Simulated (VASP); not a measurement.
# CuI (I-4m2) in VASP: notebook, part 2 of 3

VASP 6.6.1.

## 3. Single point, r2SCAN (in-plane strain -0.01, then relaxed in part)

POSCAR reads:

```
CuI
1.0
    2.9815801951      2.9815801951      0.0000000000
   -2.9815801951      2.9815801951      0.0000000000
    0.0000000000      2.9815801951      3.0521862028
Cu I
1 1
Direct
    0.7500000000      0.2500000000      0.5000000000
    0.0000000000      0.0000000000      0.0000000000
```

INCAR.step1 reads:

```
SYSTEM = CuI
  PREC = Accurate
  ENCUT = 520
  ISMEAR = 0
  SIGMA = 0.01
  LREAL = .False.
  LASPH = .True.
  NELM = 100
  NBANDS = 16
  GGA = PE
  ALGO = Normal
  EDIFF = 1E-4
  LWAVE = .True.
  LCHARG = .False.
```

INCAR.step2 reads:

```
SYSTEM = CuI
  PREC = Accurate
  ENCUT = 520
  EDIFF = 1E-7
  ISMEAR = 0
  SIGMA = 0.01
  LREAL = .False.
  LASPH = .True.
  NELM = 100
  ALGO = Normal
  ISIF = 2
  LWAVE = .False.
  LCHARG = .False.
  METAGGA = R2SCAN
  LMIXTAU = .True.
  NBANDS = 16
  ISTART = 1
```

KPOINTS reads:

```
regular mesh
0
Gamma
  6 6 6
  0 0 0
```

Potentials or basis: VASP PAW PBE potentials, release 64 (Cu, I).

Started as:

```sh
$ cat potpaw_PBE.64/Cu/POTCAR potpaw_PBE.64/I/POTCAR > POTCAR
$ cp INCAR.step1 INCAR
$ mpirun -np 1 vasp_std > vasp.out
$ cp INCAR.step2 INCAR
$ mpirun -np 1 vasp_std > vasp.out
```

OUTCAR:

```text
SYSTEM = CuI
   PREC = Accurate
   ENCUT = 520
   EDIFF = 1E-7
   ISMEAR = 0
   LREAL = .False.
   LASPH = .True.
   NELM = 100
   ISIF = 2
   METAGGA = R2SCAN
   ISTART = 1

 ion  position               nearest neighbor table
   1  0.750  0.250  0.500-   2 2.60   2 2.60   2 2.60   2 2.60
   2  0.000  0.000  0.000-   1 2.60   1 2.60   1 2.60   1 2.60

  LATTYP: Found a body centered tetragonal cell.
 ALAT       =     4.2165911492
 C/A-ratio  =     1.4477031777

  Lattice vectors:

 A1 = (   2.9815801951,   0.0000000000,  -3.0521862028)
 A2 = (  -2.9815801951,   0.0000000000,  -3.0521862028)
 A3 = (   0.0000000000,   2.9815801951,   3.0521862028)

Analysis of symmetry for initial positions (statically):
=====================================================================
 Subroutine PRICEL returns:
 Original cell was already a primitive cell.

 Routine SETGRP: Setting up the symmetry group for a
 body centered tetragonal supercell.

 Subroutine GETGRP returns: Found  8 space group operations
 (whereof  8 operations were pure point group operations)
 out of a pool of 16 trial point group operations.

The static configuration has the point symmetry D_2d.

Analysis of symmetry for dynamics (positions and initial velocities):
[... 162 lines left out ...]
 cond. band min:       6.2404946943   @ k =   0.0000   0.0000   0.0000
 fundamental gap:      1.6782507126
 Fermi energy:         4.6047006411

 k-point     1 :       0.0000    0.0000    0.0000
  band No.  band energies     occupation
      1     -10.1195      2.00000
      2       0.6085      2.00000
      3       0.6394      2.00000
      4       0.6394      2.00000
      5       2.5929      2.00000
      6       2.6130      2.00000
[... 433 lines left out ...]
      3      -0.2066      2.00000
      4       0.5458      2.00000
      5       2.4939      2.00000
      6       2.5960      2.00000
[... 8 lines left out ...]
     15      16.3179      0.00000
     16      16.9101      0.00000

 [... further k-points ...]

------------------------ aborting loop because EDIFF is reached ----------------------------------------

  FORCE on cell =-STRESS in cart. coord.  units (eV):
  Direction    XX          YY          ZZ          XY          YZ          ZX
  --------------------------------------------------------------------------------------
  -------------------------------------------------------------------------------------
  Total        0.1397987      0.1397987     -0.0066522      0.0000000      0.0000000      0.0000000
  in kB        4.1274305      4.1274305     -0.1964003      0.0000000      0.0000000      0.0000000
  external PRESSURE =       2.6861536 kB  Pullay stress =       0.0000000 kB

 VOLUME and BASIS-vectors are now :
 -----------------------------------------------------------------------------
  energy-cutoff  :      520.00
  volume of cell :       54.27
      direct lattice vectors                 reciprocal lattice vectors
     2.981580195  2.981580195  0.000000000     0.167696311  0.167696311 -0.163817004
    -2.981580195  2.981580195  0.000000000    -0.167696311  0.167696311 -0.163817004
     0.000000000  2.981580195  3.052186203     0.000000000  0.000000000  0.327634008

 POSITION                                       TOTAL-FORCE (eV/Angst)
 -----------------------------------------------------------------------------------
      1.49079      4.47237      1.52609         0.000000     -0.000000      0.000000
      0.00000      0.00000      0.00000        -0.000000      0.000000      0.000000
 -----------------------------------------------------------------------------------
    total drift:                                0.000006     -0.000000     -0.000000

  FREE ENERGIE OF THE ION-ELECTRON SYSTEM (eV)
  ---------------------------------------------------
  free  energy   TOTEN  =       -35.7922366466 eV

  energy  without entropy=      -35.7922366466  energy(sigma->0) =      -35.79223665
```

OUTCAR.step1:

```text
SYSTEM = CuI
   PREC = Accurate
   ENCUT = 520
   ISMEAR = 0
   LREAL = .False.
   LASPH = .True.
[... 678 lines left out ...]
      1.49079      4.47237      1.52609         0.000000     -0.000000      0.000000
      0.00000      0.00000      0.00000        -0.000000      0.000000      0.000000
 -----------------------------------------------------------------------------------
    total drift:                                0.000000     -0.000000     -0.000000

  FREE ENERGIE OF THE ION-ELECTRON SYSTEM (eV)
  ---------------------------------------------------
  free  energy   TOTEN  =        -5.5499692977 eV

  energy  without entropy=       -5.5499692977  energy(sigma->0) =       -5.54996930
```

Run time: 83 s. Hardware: 1 thread of AMD EPYC 9R45 (Zen 5), shared host; peak memory 0.17 GiB.

Results:

* Free energy: -35.7922 eV
* Pressure: 0.3 GPa
* Band gap on the k mesh: 1.68 eV

Levels at points of the mesh, in eV from the valence-band top:
| k point | band 5 | band 6 | band 7 | band 8 | band 9 | band 10 | band 11 | band 12 | band 13 | band 14 |
| --- | --- | --- | --- | --- | --- | --- | --- | --- | --- | --- |
| (0.00, 0.00, 0.00) | -1.97 | -1.95 | -0.04 | 0.00 | 0.00 | 1.68 | 5.18 | 5.21 | 5.21 | 8.68 |
| (0.50, 0.00, 0.00) | -1.93 | -1.93 | -1.89 | -0.79 | -0.75 | 2.55 | 5.63 | 5.80 | 7.76 | 9.78 |
| (0.50, 0.50, 0.00) | -1.99 | -1.88 | -1.85 | -1.63 | -1.58 | 2.84 | 3.10 | 10.04 | 10.42 | 10.58 |
| (0.00, 0.00, 0.50) | -2.02 | -1.90 | -1.86 | -1.60 | -1.60 | 2.95 | 3.27 | 9.84 | 10.55 | 10.55 |

Caveat: the cell differs from its parent crystal (in-plane strain -0.01, then relaxed in part); the PAW data sets were made with another functional, which shifts forces and pressure a little; spin-orbit coupling is left out, which moves the levels of the heavy elements.

[end of part 2 of 3]
